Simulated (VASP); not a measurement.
# Ag (Pm-3m) in VASP: notebook

The runs below take Ag through single point, with PBEsol.

Everything below comes from runs of VASP 6.6.1. Logs are shortened: lines on timing, memory, paths and dates and some standing lists are left out, and cuts for length are marked.

## (1) The cell of the first run

The structure is cubic, space group Pm-3m (No. 221). The conventional cell has a = 2.534 Å, b = 2.534 Å, c = 2.534 Å, α = 90.00°, β = 90.00°, γ = 90.00°. Ag (site symmetry m-3m) has 6 Ag at 2.53 Å within 3.3 Å.

## (2) Single point, PBEsol (volume scaled by 0.84)

INCAR reads:

```
PREC = Accurate ; ENCUT = 520
EDIFF = 1E-6 ; ISMEAR = -1
SIGMA = 0.05 ; LREAL = False
LASPH = True ; NELM = 100
ALGO = Normal ; ISIF = 2
LWAVE = False ; LCHARG = False
GGA = PS ; NBANDS = 12
```

KPOINTS reads:

```
regular mesh
0
Gamma
  16 16 16
```

POSCAR reads:

```
Ag
1.0
    2.5337432273      0.0000000000      0.0000000000
    0.0000000000      2.5337432273      0.0000000000
    0.0000000000      0.0000000000      2.5337432273
Ag
1
Direct
    0.0000000000      0.0000000000      0.0000000000
```

Potentials or basis: VASP PAW PBE potentials, release 64 (Ag).

On the command line:

```
$ cat potpaw_PBE.64/Ag/POTCAR > POTCAR
$ mpirun -np 1 vasp_std > vasp.out
```

OUTCAR:

```text
PREC = Accurate
   ENCUT = 520
   EDIFF = 1E-6
   ISMEAR = -1
   LREAL = False
   LASPH = True
   NELM = 100
   ISIF = 2
   GGA = PS

 ion  position               nearest neighbor table
   1  0.000  0.000  0.000-

  LATTYP: Found a simple cubic cell.
 ALAT       =     2.5337432273

  Lattice vectors:

 A1 = (   2.5337432273,   0.0000000000,   0.0000000000)
 A2 = (   0.0000000000,   2.5337432273,   0.0000000000)
 A3 = (   0.0000000000,   0.0000000000,   2.5337432273)

Analysis of symmetry for initial positions (statically):
=====================================================================
 Subroutine PRICEL returns:
 Original cell was already a primitive cell.

 Routine SETGRP: Setting up the symmetry group for a
 simple cubic supercell.

 Subroutine GETGRP returns: Found 48 space group operations
 (whereof 48 operations were pure point group operations)
 out of a pool of 48 trial point group operations.

The static configuration has the point symmetry O_h .

Analysis of symmetry for dynamics (positions and initial velocities):
=====================================================================
 Subroutine PRICEL returns:
 Original cell was already a primitive cell.

 Routine SETGRP: Setting up the symmetry group for a
 simple cubic supercell.

 Subroutine GETGRP returns: Found 48 space group operations
 (whereof 48 operations were pure point group operations)
 out of a pool of 48 trial point group operations.

The dynamic configuration has the point symmetry O_h .

 Subroutine INISYM returns: Found 48 space group operations
 (whereof 48 operations are pure point group operations),
 and found     1 'primitive' translations

----------------------------------------------------------------------------------------

                                     Primitive cell

  volume of cell :      16.2663

  direct lattice vectors                    reciprocal lattice vectors
     2.533743227  0.000000000  0.000000000     0.394672984  0.000000000  0.000000000
     0.000000000  2.533743227  0.000000000     0.000000000  0.394672984  0.000000000
     0.000000000  0.000000000  2.533743227     0.000000000  0.000000000  0.394672984

  length of vectors
     2.533743227  2.533743227  2.533743227     0.394672984  0.394672984  0.394672984

  position of ions in fractional coordinates (direct lattice)
     0.000000000  0.000000000  0.000000000

  ion indices of the primitive-cell ions
   primitive index   ion index
                 1           1

----------------------------------------------------------------------------------------

 KPOINTS: regular mesh

Automatic generation of k-mesh.
 Grid dimensions read from file:
 generate k-points for:   16   16   16

 Generating k-lattice:

  Cartesian coordinates                     Fractional coordinates (reciprocal lattice)
     0.024667061  0.000000000  0.000000000     0.062500000  0.000000000  0.000000000
     0.000000000  0.024667061  0.000000000     0.000000000  0.062500000  0.000000000
     0.000000000  0.000000000  0.024667061     0.000000000  0.000000000  0.062500000

  Length of vectors
     0.024667061  0.024667061  0.024667061

  Shift w.r.t. Gamma in fractional coordinates (k-lattice)
     0.000000000  0.000000000  0.000000000

 Subroutine IBZKPT returns following result:
 ===========================================

 Found    165 irreducible k-points:

 Following reciprocal coordinates:
            Coordinates               Weight
  0.000000  0.000000  0.000000      1.000000
  0.062500  0.000000  0.000000      6.000000
  0.125000  0.000000  0.000000      6.000000
  0.187500  0.000000  0.000000      6.000000
  0.250000  0.000000  0.000000      6.000000
  0.312500  0.000000  0.000000      6.000000
[... 16 lines left out ...]
  0.437500  0.125000  0.000000     24.000000
  0.500000  0.125000  0.000000     12.000000
 [... further k-points ...]
   k-points           NKPTS =    165   k-points in BZ     NKDIM =    165   number of bands    NBANDS=     12
   number of dos      NEDOS =    301   number of ions     NIONS =      1
   total plane-waves  NPLWV =   8000
   dimension x,y,z NGX =    20 NGY =   20 NGZ =   20
   dimension x,y,z NGXF=    40 NGYF=   40 NGZF=   40
   ions per type =               1
   NGX,Y,Z   is equivalent  to a cutoff of  13.12, 13.12, 13.12 a.u.
   NGXF,Y,Z  is equivalent  to a cutoff of  26.25, 26.25, 26.25 a.u.
 SYSTEM =  unknown system
   PREC   = accura    normal or accurate (medium, high low for compatibility)
   ISTART =      0    job   : 0-new  1-cont  2-samecut
   ICHARG =      2    charge: 1-file 2-atom 10-const
   ISPIN  =      1    spin polarized calculation?
   LNONCOLLINEAR =      F non collinear calculations
   LSORBIT =      F    spin-orbit coupling
   LASPH  =      T    aspherical Exc in radial PAW
   ENCUT  =  520.0 eV  38.22 Ry    6.18 a.u.   4.71  4.71  4.71*2*pi/ulx,y,z
   NELM   =    100;   NELMIN=  2; NELMDL= -5     # of ELM steps
   EDIFF  = 0.1E-05   stopping-criterion for ELM
   LREAL  =      F    real-space projection
   EDIFFG = 0.1E-04   stopping-criterion for IOM
   NSW    =      0    number of steps for IOM
   IBRION =     -1    ionic relax: 0-MD 1-quasi-New 2-CG
   NFREE  =      0    steps in history (QN), initial steepest desc. (CG)
   ISIF   =      2    stress and relaxation
   ISYM   =      2    0-nonsym 1-usesym 2-fastsym
   POTIM  = 0.5000    time-step for ionic-motion
   TEBEG  =    0.0;   TEEND  =   0.0 temperature during run
   PSTRESS=    0.0 pullay stress
   NELECT =      11.0000    total number of electrons
   NUPDOWN=      -1.0000    fix difference up-down
   EMIN   =  10.00;   EMAX   =-10.00  energy-range for DOS
   EFERMI =   0.00;   METHOD = LEGACY
   ISMEAR =    -1;   SIGMA  =   0.05  broadening in eV -4-tet -1-fermi 0-gaus
   EFERMI_NEDOS =   21; number of points for ismear=-14 and -15
   IALGO  =     38    algorithm
   IMIX   =      4    mixing-type and parameters
     AMIX     =   0.40;   BMIX     =  1.00
     AMIX_MAG =   1.60;   BMIX_MAG =  1.00
  volume/ion in A,a.u.               =      16.27       109.77
  Fermi-wavevector in a.u.,A,eV,Ry     =   1.436955  2.715451 28.093844  2.064839
  Thomas-Fermi vector in A             =   2.556086
   LORBIT       =      0    0 simple, 1 ext, 2 COOP (PROOUT), +10 PAW based schemes
   GGA     = PS    functional components
   LHFCALC =     F    Hartree Fock is set to
   AEXX    =    0.0000 exact exchange contribution
   IVDW    =     0    specifies the selected vdW correction
   LEPSILON=     F    determine dielectric tensor
   LRPA    =     F    only Hartree local field effects (RPA)
 non-spin polarized calculation
  energy-cutoff  :      520.00
  volume of cell :       16.27
 maximum number of plane-waves:       461
 NGX is ok and might be reduce to    20
   NGX =  9   NGY =  9   NGZ =  9

 number of electron      10.9999995 magnetization

 Free energy of the ion-electron system (eV)
  ---------------------------------------------------
  ext. energy  EPLUGINS =         0.00000000
  ---------------------------------------------------
  free energy    TOTEN  =        -2.71710083 eV

  energy without entropy =       -2.71522944  energy(sigma->0) =       -2.71616514

 E-fermi :   8.7402     XC(G=0): -12.5969

 val. band max:        8.7281690010   @ k =   0.5000   0.1250   0.0625
 cond. band min:       8.8595466049   @ k =   0.3750   0.2500   0.1875
 fundamental gap:      0.1313776039
 Fermi energy:         8.7402285777

 k-point     1 :       0.0000    0.0000    0.0000
  band No.  band energies     occupation
      1       0.8123      2.00000
      2       1.7485      2.00000
      3       1.7485      2.00000
      4       6.1436      2.00000
      5       6.1436      2.00000
      6       6.1436      2.00000
      7      24.5471      0.00000
      8      24.5471      0.00000
      9      24.5471      0.00000
     10      30.9260      0.00000
     11      30.9260      0.00000
     12      31.4408      0.00000

 k-point     2 :       0.0625    0.0000    0.0000
  band No.  band energies     occupation
      1       0.9173      2.00000
      2       1.7649      2.00000
      3       1.8314      2.00000
      4       6.0797      2.00000
      5       6.0797      2.00000
      6       6.1488      2.00000
      7      23.6185      0.00000
      8      24.7182      0.00000
      9      24.7182      0.00000
     10      30.7077      0.00000
     11      31.1324      0.00000
     12      32.2995      0.00000

 k-point     3 :       0.1250    0.0000    0.0000
  band No.  band energies     occupation
      1       1.1911      2.00000
      2       1.8119      2.00000
      3       2.1109      2.00000
      4       5.9015      2.00000
      5       5.9015      2.00000
      6       6.1635      2.00000
      7      21.7137      0.00000
      8      25.2148      0.00000
      9      25.2148      0.00000
     10      30.1258      0.00000
     11      31.1340      0.00000
     12      34.5920      0.00000
[... 286 lines left out ...]
 k-point    23 :       0.4375    0.1250    0.0000
  band No.  band energies     occupation
      1       2.3460      2.00000
      2       2.9920      2.00000
      3       3.9516      2.00000
      4       4.7541      2.00000
      5       6.0588      2.00000
      6       7.8020      2.00000
      7      12.5147      0.00000
      8      25.8291      0.00000
      9      28.0721      0.00000
     10      29.6351      0.00000
     11      31.1940      0.00000
     12      35.6111      0.00000

 k-point    24 :       0.5000    0.1250    0.0000
  band No.  band energies     occupation
      1       2.3688      2.00000
      2       3.0593      2.00000
      3       3.8965      2.00000
      4       4.7049      2.00000
      5       6.0649      2.00000
      6       8.4926      1.98596
      7      11.7035      0.00000
      8      26.0711      0.00000
      9      28.3799      0.00000
     10      28.8508      0.00000
     11      31.7862      0.00000
     12      34.9789      0.00000

 [... further k-points ...]
[... 5 lines left out ...]
  --------------------------------------------------------------------------------------
  -------------------------------------------------------------------------------------
  Total        2.4791036      2.4791036      2.4791036     -0.0000000     -0.0000000      0.0000000
  in kB      244.1841456    244.1841456    244.1841456     -0.0000000     -0.0000000      0.0000000
  external PRESSURE =     244.1841456 kB  Pullay stress =       0.0000000 kB

 VOLUME and BASIS-vectors are now :
 -----------------------------------------------------------------------------
  energy-cutoff  :      520.00
  volume of cell :       16.27
      direct lattice vectors                 reciprocal lattice vectors
     2.533743227  0.000000000  0.000000000     0.394672984  0.000000000  0.000000000
     0.000000000  2.533743227  0.000000000     0.000000000  0.394672984  0.000000000
     0.000000000  0.000000000  2.533743227     0.000000000  0.000000000  0.394672984

 POSITION                                       TOTAL-FORCE (eV/Angst)
 -----------------------------------------------------------------------------------
      0.00000      0.00000      0.00000         0.000000      0.000000      0.000000
 -----------------------------------------------------------------------------------
    total drift:                               -0.000000      0.000000      0.000000

  FREE ENERGIE OF THE ION-ELECTRON SYSTEM (eV)
  ---------------------------------------------------
  free  energy   TOTEN  =        -2.7171008310 eV

  energy  without entropy=       -2.7152294403  energy(sigma->0) =       -2.71616514
```

Wall time 10 s (1 thread of Intel Xeon 6975P-C, shared host); peak memory 0.15 GiB.

What came out:

```
Free energy : -2.7171 eV
Pressure    : 24.4 GPa
```

Caveat: the PAW data sets were made with another functional, which shifts forces and pressure a little.

(Part 1 of 2 ends here.)
